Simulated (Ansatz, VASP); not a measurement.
One calculation of TlIn, two programs

INCAR

```
SYSTEM = TlIn
ALGO = Normal ; EDIFF = 1E-7
ENCUT = 520 ; GGA = CA
ISIF = 2 ; ISMEAR = -1
LASPH = .True. ; LCHARG = .False.
LREAL = .False. ; LWAVE = .False.
NBANDS = 20 ; NELM = 80
PREC = Accurate ; SIGMA = 0.05
```

File KPOINTS:

```
k-points
0
Gamma
  12 12 12
  0 0 0
```

POSCAR

```
TlIn
1.0
    1.7063952716      0.9851877694      5.5754259406
   -1.7063952716      0.9851877694      5.5754259406
    0.0000000000     -1.9703755388      5.5754259406
Tl In
1 1
Direct
    0.5000000000      0.5000000000      0.5000000000
    0.0000000000      0.0000000000      0.0000000000
```

Input for Ansatz:

```yaml
crystal:
  lattice:
    - [1.7063952716, 0.9851877694, 5.5754259406]
    - [-1.7063952716, 0.9851877694, 5.5754259406]
    - [0.0, -1.9703755388, 5.5754259406]
  atoms:
    - { symbol: Tl, position: [0.5, 0.5, 0.5] }
    - { symbol: In, position: [0.0, 0.0, 0.0] }
kpoints:
  mp_grid: { grid: [12, 12, 12] }
  band_path:
    path:
      - [0.0, 0.0, 0.0]
      - [0.5, 0.5, 0.5]
      - [0.8125176505, 0.1874823495, 0.5]
      - [0.5, -0.1874823495, 0.1874823495]
      - [0.5, 0.0, 0.0]
      - [0.0, 0.0, 0.0]
      - [0.3437411747, -0.3437411747, 0.0]
      - [0.6562588253, 0.0, 0.3437411747]
      - [0.5, 0.0, 0.5]
    npoints: 14
scf:
  occupations: { method: fermi_dirac, width: 0.05 }
hamiltonian:
  xc: lda
  pseudopotentials: { kind: all_electron, lapw: { basis_error: 0.001 } }
output:
  forces: true
  stress: true
  eigenvalues: true
  populations: true
```

Alike in both runs: task single point; functional LDA; k mesh 12 × 12 × 12; occupations fermi-dirac, width 0.05 eV; no spin polarisation.

|  | VASP | Ansatz |
| --- | --- | --- |
| version | VASP 6.6.1 | Ansatz 0.2.0 |
| potentials or method | VASP PAW LDA potentials, release 64 (Tl_d, In_d), cutoff 520 eV | all-electron LAPW, scalar-relativistic |

|  | VASP | Ansatz | Ansatz less VASP |
| --- | --- | --- | --- |
| pressure (GPa) | -3.1 | -3.1 | 0.00 |

LDA's correlation is that of Perdew and Zunger in VASP and of Perdew and Wang (1992) in Ansatz. Ansatz ran all-electron here, and VASP with PAW potentials.

Spin-orbit coupling is off throughout.
